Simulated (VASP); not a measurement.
**MnSb: single point with PBEsol**

MnSb:

```
Sb Mn
1.0
     0.00000    2.79502    2.79502
     2.79502    0.00000    2.79502
     2.79502    2.79502    0.00000
Sb Mn
1 1
Direct
  0.50000 0.50000 0.50000
  0.00000 0.00000 0.00000
```

```json
{
 "Program": "VASP 6.6.1",
 "Task": "single point",
 "Functional": "PBEsol",
 "Potentials or basis": "VASP PAW PBE potentials, release 64 (Sb, Mn_pv)",
 "Cutoff": "520 eV",
 "k mesh": "8 × 8 × 8",
 "Occupations": "gaussian, width 0.02 eV",
 "Spin": "collinear spin, ferromagnetic start",
 "Starting moments": "[0.0, 4.0] μB"
}
```

```
Pressure                                              : -3.9 GPa
Net moment                                            : 3.86 μB per cell
Site moments                                          : Sb -0.10; Mn +3.76 μB
Valence electrons inside the program's atomic spheres : Sb 2.47; Mn 11.46
```

Levels at points of the mesh, in eV from the Fermi level:
Spin up:
```tsv
k point	band 8	band 9	band 10	band 11	band 12	band 13	band 14	band 15
(0.00, 0.00, 0.00)	-2.76	-2.76	1.35	1.35	1.35	4.97	8.11	8.21
(0.50, 0.00, 0.00)	-2.61	-2.61	-2.27	2.77	2.77	4.00	4.87	4.87
(0.50, 0.50, 0.00)	-2.50	-2.50	-1.69	-1.47	-1.47	0.95	4.86	12.53
```
Spin down:
```tsv
k point	band 4	band 5	band 6	band 7	band 8	band 9	band 10	band 11
(0.00, 0.00, 0.00)	-11.36	0.24	0.24	0.29	0.29	0.29	1.40	1.40
(0.50, 0.00, 0.00)	-9.29	-5.46	-1.76	-1.76	0.96	0.96	1.15	4.22
(0.50, 0.50, 0.00)	-8.92	-4.47	-1.30	-1.30	-0.67	0.55	1.03	1.23
```

Run time: 40 s on 1 thread of Intel(R) Xeon(R) 6975P-C (Granite Rapids), with other jobs on the host, peak memory 0.2 GiB.

Caveat: the cell stands under tension; the PAW data sets were made with another functional, which shifts forces and pressure a little; spin-orbit coupling is left out, which moves the levels of the heavy elements; a cell with one magnetic atom can't hold antiferromagnetic order, which such compounds often take.
